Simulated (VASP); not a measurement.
Write the native input for VASP 6.6.1 that does the following.

```yaml
Task: relaxation of cell and atoms
Functional: PBEsol
Dispersion: D3(BJ)
Potentials_or_basis: VASP PAW PBE potentials, release 64 (Ge_d, N, C)
Cutoff: 600 eV
k_mesh: 9 × 9 × 9
Occupations: fermi-dirac, width 0.05 eV
Spin: no spin polarisation
Dipole_correction: no
Further_INCAR_settings: ALGO = Normal; EDIFF = 1e-07; IBRION = 2; EDIFFG = -0.01; NSW = 60; ISIF = 3
```

The structure of GeCN2 lies in POSCAR:

```
GeCN2
1.0
    1.7937903697      1.0356453528      4.9219572124
   -1.7937903697      1.0356453528      4.9219572124
    0.0000000000     -2.0712907056      4.9219572124
Ge N C
1 2 1
Direct
    0.0000000000      0.0000000000      0.0000000000
    0.5839044000      0.5839044000      0.5839044000
    0.4160956000      0.4160956000      0.4160956000
    0.5000000000      0.5000000000      0.5000000000
```

One way to write it, as run:

INCAR

```
PREC     = Accurate       # precision mode
ENCUT    = 600            # plane-wave cutoff, eV
EDIFF    = 1E-7           # SCF threshold, eV
ISMEAR   = -1             # smearing method
SIGMA    = 0.05           # smearing width, eV
LREAL    = F              # projectors in reciprocal space
LASPH    = T              # aspherical terms in the spheres
NELM     = 100            # most SCF steps
ALGO     = Normal         # electronic algorithm
ISIF     = 3              # what is computed and relaxed
LWAVE    = F              # write WAVECAR
LCHARG   = F              # write CHGCAR
GGA      = PS             # functional
IVDW     = 12             # dispersion correction
IBRION   = 2              # ionic algorithm
NSW      = 60             # ionic steps
EDIFFG   = -0.01          # ionic threshold
```

KPOINTS

```
Automatic mesh
0
Gamma
  9 9 9
```

Potentials or basis: VASP PAW PBE potentials, release 64 (Ge_d, N, C).

Run with:

```console
$ cat potpaw_PBE.64/Ge_d/POTCAR potpaw_PBE.64/N/POTCAR potpaw_PBE.64/C/POTCAR > POTCAR
$ mpirun -np 1 vasp_std > vasp.out
```

Results of the run:

```yaml
Relaxed_volume: 13.67 Å³/atom
Relaxed_cell: a = 5.348 Å, b = 5.348 Å, c = 5.348 Å, α = 39.07°, β = 39.07°, γ = 39.07°
Space_group_after_relaxing_to_0.05_Å: R-3m (No. 166)
Energy_gained_by_relaxing: 0.3 meV/atom
Ionic_steps: 6
Pressure_after_relaxing: 0.0 GPa
Largest_force_after_relaxing: 0.004 eV/Å
Band_gap_on_the_k_mesh: 1.04 eV, indirect (least direct gap 1.84 eV)
Dispersion_energy_per_atom: -0.133 eV
```

Caveat: the PAW data sets were made with another functional, which shifts forces and pressure a little.

Run time: 5.6 min on 1 thread of Intel(R) Xeon(R) 6975P-C (Granite Rapids), on a shared host, peak memory 0.41 GiB.
